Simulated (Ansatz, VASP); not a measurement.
**Cu3N in VASP and in Ansatz**

The input INCAR:

```
  PREC = Accurate
  ENCUT = 600
  EDIFF = 1E-7
  ISMEAR = 0
  SIGMA = 0.01
  LREAL = F
  LASPH = T
  NELM = 120
  ALGO = Normal
  ISIF = 3
  LWAVE = F
  LCHARG = F
  GGA = PE
  IBRION = 2
  NSW = 100
  EDIFFG = -0.005
  GGA_COMPAT = F
  NELMIN = 4
```

The input KPOINTS:

```
Automatic mesh
0
Gamma
  10 10 10
```

POSCAR

```
Cu3N
1.0
    3.8070000000      0.0000000000      0.0000000000
    0.0000000000      3.8070000000      0.0000000000
    0.0000000000      0.0000000000      3.8070000000
Cu N
3 1
Direct
    0.5000000000      0.0000000000      0.0000000000
    0.0000000000      0.5000000000      0.0000000000
    0.0000000000      0.0000000000      0.5000000000
    0.0000000000      0.0000000000      0.0000000000
```

Input for Ansatz:

```yaml
crystal:
  lattice:
    - [3.807, 0.0, 0.0]
    - [0.0, 3.807, 0.0]
    - [0.0, 0.0, 3.807]
  atoms:
    - { symbol: Cu, position: [0.5, 0.0, 0.0] }
    - { symbol: Cu, position: [0.0, 0.5, 0.0] }
    - { symbol: Cu, position: [0.0, 0.0, 0.5] }
    - { symbol: "N", position: [0.0, 0.0, 0.0] }
basis:
  ecutwfc: 420
kpoints:
  mp_grid: { grid: [10, 10, 10] }
hamiltonian:
  xc: pbe
scf:
  occupations: { method: gaussian, width: 0.01 }
output:
  forces: true
  stress: true
  eigenvalues: true
  write_density: true
  write_potential: true
  elf: true
  volumetric_format: npy
relax:
  adjacent_minimum: "off"
  f_tol: 0.005
  max_steps: 80
  cell: { stress_tol: 0.05 }
```

Alike in both runs: task relaxation of cell and atoms; functional PBE; k mesh 10 × 10 × 10; occupations gaussian, width 0.01 eV; no spin polarisation.

```csv
,VASP,Ansatz
version,VASP 6.6.1,Ansatz 0.2.0
potentials or method,"VASP PAW PBE potentials, release 64 (Cu, N), cutoff 600 eV","scalar-relativistic, plane waves, PAW"
valence electrons in the cell,38,62
```

Ansatz gave:

| Quantity | Value |
| --- | --- |
| gap on the k mesh at the Fermi level, each at its own relaxed structure (eV) | 0.22 |
| relaxed volume (Å³/atom) | 14.02 |
| relaxed cell length with the largest relative difference (Å) | 3.827 |

Which values does VASP return?

gap on the k mesh at the Fermi level, each at its own relaxed structure (eV): 0.26; relaxed volume (Å³/atom): 14.08; relaxed cell length with the largest relative difference (Å): 3.833.

VASP's potentials hold 38 valence electrons a cell and Ansatz's 62, so a difference there can come from the potentials and not from the codes.
